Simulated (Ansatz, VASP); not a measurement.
**One calculation of Na, two programs**

INCAR

```
SYSTEM = Na
PREC     = Accurate       ! precision mode
ENCUT    = 520            ! plane-wave cutoff, eV
EDIFF    = 1E-7           ! SCF threshold, eV
ISMEAR   = -1             ! smearing method
SIGMA    = 0.05           ! smearing width, eV
LREAL    = .False.        ! projectors in reciprocal space
LASPH    = .True.         ! aspherical terms in the spheres
NELM     = 60             ! most SCF steps
ALGO     = Normal         ! electronic algorithm
ISIF     = 2              ! what is computed and relaxed
LWAVE    = .False.        ! write WAVECAR
LCHARG   = .False.        ! write CHGCAR
GGA      = PE             ! functional
NBANDS   = 14             ! bands
```

Contents of KPOINTS:

```
Automatic mesh
0
Gamma
  13 13 7
  0 0 0
```

File POSCAR:

```
Na
1.0
    3.7670009976      0.0000000000      0.0000000000
   -1.8835004988      3.2623185600      0.0000000000
    0.0000000000      0.0000000000      6.1540000000
Na
2
Direct
    0.3454211845      0.6755155879      0.2546909327
    0.6666666667      0.3333333333      0.7500000000
```

Input for Ansatz:

```yaml
crystal:
  lattice:
    - [3.7670009976, 0.0, 0.0]
    - [-1.8835004988, 3.26231856, 0.0]
    - [0.0, 0.0, 6.154]
  atoms:
    - { symbol: Na, position: [0.3454211845, 0.6755155879, 0.2546909327] }
    - { symbol: Na, position: [0.6666666667, 0.3333333333, 0.75] }
kpoints:
  mp_grid: { grid: [13, 13, 7] }
scf:
  occupations: { method: fermi_dirac, width: 0.05 }
hamiltonian:
  xc: pbe
  pseudopotentials: { kind: all_electron, lapw: { basis_error: 0.00025 } }
output:
  forces: true
  stress: true
  eigenvalues: true
```

Alike in both runs: task single point; functional PBE; k mesh 13 × 13 × 7; occupations fermi-dirac, width 0.05 eV; no spin polarisation.

|  | VASP | Ansatz |
| --- | --- | --- |
| version | VASP 6.6.1 | Ansatz 0.2.0 |
| potentials or method | VASP PAW PBE potentials, release 64 (Na_pv), cutoff 520 eV | all-electron LAPW, scalar-relativistic |

|  | VASP | Ansatz | Ansatz less VASP |
| --- | --- | --- | --- |
| pressure (GPa) | -0.1 | -0.1 | +0.01 |
| traceless stress, the component that is largest in VASP (GPa) | 0.08 | 0.08 | +0.001 |
| rms of the force components (eV/Å) | 0.012 | 0.012 | 0.0000 |

Atom by atom the forces differ by 0.000 eV/Å (rms over components). Ansatz ran all-electron here, and VASP with PAW potentials.
